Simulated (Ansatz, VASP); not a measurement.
# One calculation of Bi, two programs

The input INCAR:

```
SYSTEM = Bi
PREC = Accurate ; ENCUT = 520
EDIFF = 1E-8 ; ISMEAR = -1
SIGMA = 0.08 ; LREAL = .False.
LASPH = .True. ; NELM = 60
ALGO = Normal ; ISIF = 2
LWAVE = .False. ; LCHARG = .False.
GGA = PS ; LEFG = .True.
NBANDS = 22
```

KPOINTS

```
regular mesh
0
Gamma
  9 9 3
  0 0 0
```

The input POSCAR:

```
Bi
1.0
    4.5390002997      0.0453900030      0.0453900030
   -2.2301912542      3.9081945659      0.0166138942
    0.1182900000      0.1182900000     11.8290000000
Bi
2
Direct
    0.3333333333      0.6666666667      0.2500000000
    0.6666666667      0.3333333333      0.7500000000
```

Input for Ansatz:

```yaml
crystal:
  lattice:
    - [4.5390002997, 0.045390003, 0.045390003]
    - [-2.2301912542, 3.9081945659, 0.0166138942]
    - [0.11829, 0.11829, 11.829]
  atoms:
    - { symbol: Bi, position: [0.3333333333, 0.6666666667, 0.25] }
    - { symbol: Bi, position: [0.6666666667, 0.3333333333, 0.75] }
kpoints:
  mp_grid: { grid: [9, 9, 3] }
scf:
  occupations: { method: fermi_dirac, width: 0.08 }
hamiltonian:
  xc: pbesol
  pseudopotentials: { kind: all_electron, datasets: crystal }
output:
  forces: true
  stress: true
  eigenvalues: true
  efg: { contact_densities: true }
```

Change from the starting cell: equal xy, yz and zx shear strains of +2 %, crystal datasets.

Alike in both runs: task electric field gradients; functional PBEsol; k mesh 9 × 9 × 3; occupations fermi-dirac, width 0.08 eV; no spin polarisation.

|  | VASP | Ansatz |
| --- | --- | --- |
| version | VASP 6.6.1 | Ansatz 0.2.0 |
| potentials or method | VASP PAW PBE potentials, release 64 (Bi_d), cutoff 520 eV | all-electron PAW with datasets made for the crystal, scalar-relativistic |

```tsv
	VASP	Ansatz	Ansatz less VASP
pressure (GPa)	-3.5	-3.4	+0.02
traceless stress, the component that is largest in VASP (GPa)	3.08	3.08	-0.001
size of Vzz on the site where it differs most (V/Å²)	226.1	224.6	-1.45
```

VASP's potentials were made for PBE, not for PBEsol. Ansatz ran all-electron here, and VASP with PAW potentials. Ansatz's warnings: printed levels off.

Spin-orbit coupling is off throughout.
